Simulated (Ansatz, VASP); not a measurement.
**One calculation of As, two programs**

File INCAR:

```
SYSTEM = As
PREC = Accurate
ENCUT = 520
EDIFF = 1E-7
ISMEAR = -1
SIGMA = 0.03
LREAL = .FALSE.
LASPH = .TRUE.
NELM = 60
ALGO = Normal
ISIF = 2
LWAVE = .FALSE.
LCHARG = .TRUE.
GGA = PE
LELF = .TRUE.
LVHAR = .TRUE.
NBANDS = 12
```

KPOINTS

```
regular mesh
0
G
  11 11 11
  0 0 0
```

POSCAR

```
As
1.0
    1.9166166498      1.1065591387      3.5541357880
   -1.9166166498      1.1065591387      3.5541357880
    0.0000000000     -2.2131182774      3.5541357880
As
2
Direct
    0.2275400000      0.2275400000      0.2275400000
    0.7724600000      0.7724600000      0.7724600000
```

Input for Ansatz:

```yaml
crystal:
  lattice:
    - [1.9166166498, 1.1065591387, 3.554135788]
    - [-1.9166166498, 1.1065591387, 3.554135788]
    - [0.0, -2.2131182774, 3.554135788]
  atoms:
    - { symbol: As, position: [0.22754, 0.22754, 0.22754] }
    - { symbol: As, position: [0.77246, 0.77246, 0.77246] }
kpoints:
  mp_grid: { grid: [11, 11, 11] }
scf:
  occupations: { method: fermi_dirac, width: 0.03 }
hamiltonian:
  xc: pbe
  pseudopotentials: { kind: all_electron, lapw: { basis_error: 0.00025 } }
output:
  forces: true
  stress: true
  eigenvalues: true
```

Change from the starting cell: volume scaled by 1.06.

Alike in both runs: task single point; functional PBE; k mesh 11 × 11 × 11; occupations fermi-dirac, width 0.03 eV; no spin polarisation.

|  | VASP | Ansatz |
| --- | --- | --- |
| version | VASP 6.6.1 | Ansatz 0.2.0 |
| potentials or method | VASP PAW PBE potentials, release 64 (As), cutoff 520 eV | all-electron LAPW, scalar-relativistic |

Ansatz gave:

| Property | Result |
| --- | --- |
| pressure (GPa) | -0.8 |
| traceless stress, the component that is largest in VASP (GPa) | 0.24 |
| rms of the force components (eV/Å) | 0.082 |

Which values does VASP return?

Pressure (GPa): -0.6; traceless stress, the component that is largest in VASP (GPa): 0.18; rms of the force components (eV/Å): 0.056.

Atom by atom the forces differ by 0.026 eV/Å (rms over components). Ansatz ran all-electron here, and VASP with PAW potentials.
